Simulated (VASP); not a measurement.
Sn: single point with PBE

Sn:

```xyz
2
Lattice="-2.9742 2.9742 1.5906 2.9742 -2.9742 1.5906 2.9742 2.9742 -1.5906" Properties=species:S:1:pos:R:3 pbc="T T T"
Sn    0.0000    0.0000    0.0000
Sn    0.0000    2.9742    0.7953
```

This cell differs from its parent crystal: equal xx and yy strain of +2 %.

| Property | Result |
| --- | --- |
| Program | VASP 6.6.1 |
| Task | single point |
| Functional | PBE |
| Potentials or basis | VASP PAW PBE potentials, release 64 (Sn_d) |
| Cutoff | 520 eV |
| k mesh | 15 × 15 × 15 |
| Occupations | fermi-dirac, width 0.05 eV |
| Spin | no spin polarisation |

The pressure is 0.4 GPa. The band gap on the k mesh is zero (bands 14 and 15 overlap by 4.01 eV).

Stress tensor (GPa, compression positive):
```
0.35 0.00 0.00
0.00 0.35 0.00
0.00 0.00 0.54
```

Levels at points of the mesh, in eV from the Fermi level:
```tsv
k point	band 10	band 11	band 12	band 13	band 14	band 15	band 16	band 17	band 18	band 19
(0.00, 0.00, 0.00)	-21.17	-10.87	-3.92	-1.95	-1.95	2.97	5.89	5.89	6.87	6.98
```

Run time: 100 s on 1 thread of Intel(R) Xeon(R) 6975P-C (Granite Rapids), on a shared host, peak memory 0.4 GiB.

Caveat: the cell differs from its parent crystal (equal xx and yy strain of +2 %); spin-orbit coupling is left out, which moves the levels of the heavy elements.
